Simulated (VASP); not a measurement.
Wanted: the native input for a VASP 6.6.1 run.

```
Task                   : single point
Functional             : r2SCAN
Potentials or basis    : VASP PAW PBE potentials, release 64 (Pb_d)
Cutoff                 : 520 eV
k mesh                 : 8 × 8 × 8
Occupations            : gaussian, width 0.05 eV
Spin                   : non-collinear spin, zero start, spin-orbit coupling
Starting moments       : [[0.0, 0.0, 0.0]] μB
Dipole correction      : no
Further INCAR settings : ALGO = Normal; EDIFF = 1e-06; NBANDS = 25
```

The system is Pb.

```xyz
1
Lattice="0.0000 2.4750 2.4750 2.4750 0.0000 2.4750 2.4750 2.4750 0.0000" Properties=species:S:1:pos:R:3 pbc="T T T"
Pb    0.0000    0.0000    0.0000
```

One way to write it, as run:

POSCAR

```
Pb
1.0
    0.0000000000      2.4750200000      2.4750200000
    2.4750200000      0.0000000000      2.4750200000
    2.4750200000      2.4750200000      0.0000000000
Pb
1
Direct
    0.0000000000      0.0000000000      0.0000000000
```

INCAR.step1

```
PREC = Accurate ; ENCUT = 520
ISMEAR = 0 ; SIGMA = 0.05
LREAL = F ; LASPH = T
NELM = 150 ; MAGMOM = 0 0 0
LSORBIT = T ; GGA_COMPAT = F
NBANDS = 25 ; GGA = PE
ALGO = Normal ; EDIFF = 1E-4
LWAVE = T ; LCHARG = F
```

INCAR.step2

```
PREC = Accurate ; ENCUT = 520
EDIFF = 1E-6 ; ISMEAR = 0
SIGMA = 0.05 ; LREAL = F
LASPH = T ; NELM = 150
ALGO = Normal ; ISIF = 2
LWAVE = F ; LCHARG = F
MAGMOM = 0 0 0 ; LORBIT = 11
LSORBIT = T ; GGA_COMPAT = F
LORBMOM = T ; METAGGA = R2SCAN
LMIXTAU = T ; NBANDS = 25
ISTART = 1
```

KPOINTS

```
Automatic mesh
0
Gamma
  8 8 8
```

Potentials or basis: VASP PAW PBE potentials, release 64 (Pb_d).

The run is started by

```bash
$ cat potpaw_PBE.64/Pb_d/POTCAR > POTCAR
$ cp INCAR.step1 INCAR
$ mpirun -np 1 vasp_ncl > vasp.out
$ cp INCAR.step2 INCAR
$ mpirun -np 1 vasp_ncl > vasp.out
```

It gave:

- Pressure: 1.4 GPa
- Net moment: 0.00 μB per cell
- Valence electrons inside the program's atomic spheres: Pb 11.96

Caveat: the PAW data sets were made with another functional, which shifts forces and pressure a little.

Wall time 2.8 min on 1 thread of Intel(R) Xeon(R) Platinum 8488C (Sapphire Rapids), with other jobs on the host, peak memory 0.29 GiB.
